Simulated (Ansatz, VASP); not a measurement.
# Two plane-wave programs on Ag

```
CELL_PARAMETERS angstrom
2.80030 0.00000 0.00000
0.00000 2.80030 0.00000
0.00000 0.00000 2.80030
ATOMIC_POSITIONS crystal
Ag 0.00000 0.00000 0.00000
```

Alike in both runs: functional RPBE; k mesh 12 × 12 × 12; occupations fermi-dirac, width 0.1 eV; no spin polarisation.

Ansatz relaxed the structure, and its values are those at the end. VASP's run is a single point on that final structure, the one shown.

```csv
,VASP,Ansatz
version,VASP 6.6.1,Ansatz 0.2.0
potentials or method,"VASP PAW PBE potentials, release 64 (Ag), cutoff 500 eV","plane waves (420 eV) with PAW, scalar-relativistic"
valence electrons in the cell,11,19
```

```csv
,VASP,Ansatz,Ansatz less VASP
pressure (GPa),0.0,0.0,+0.02
```

VASP's potentials were made for PBE, not for RPBE. VASP's potentials hold 11 valence electrons a cell and Ansatz's 19, so a difference there can come from the potentials and not from the codes.
